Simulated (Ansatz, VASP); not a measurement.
# MgCdO: VASP beside Ansatz

```
Mg Cd O
1.0
     3.61227    0.00000    0.00000
     0.00000    3.61227    0.00000
     0.00000    0.00000    6.21137
Mg Cd O
2 2 2
Cartesian
  0.0000 1.8061 3.8993
  1.8061 0.0000 2.3121
  0.0000 1.8061 1.0365
  1.8061 0.0000 5.1749
  0.0000 0.0000 0.0000
  1.8061 1.8061 0.0000
```

Change from the starting cell: species swapped into the DyClO type (P4/nmm, No. 129).

Alike in both runs: task single point; functional PBE; k mesh 6 × 6 × 4; occupations gaussian, width 0.1 eV; no spin polarisation.

|  | VASP | Ansatz |
| --- | --- | --- |
| version | VASP 6.6.1 | Ansatz 0.2.0 |
| potentials or method | VASP PAW PBE potentials, release 64 (Mg_sv, Cd_sv_GW, O), cutoff 750 eV | scalar-relativistic, plane waves, PAW |
| valence electrons in the cell | 72 | 72 |

```tsv
	VASP	Ansatz	Ansatz less VASP
gap on the k mesh at the Fermi level (eV)	none	none	-
rms of the force components (eV/Å)	1.094	1.087	-0.0071
```

Atom by atom the forces differ by 0.007 eV/Å (rms over components). A gap of «none» marks a metal or a gap that the smearing closes. With one functional, cell and mesh, what is left measures potentials, basis and numerics.
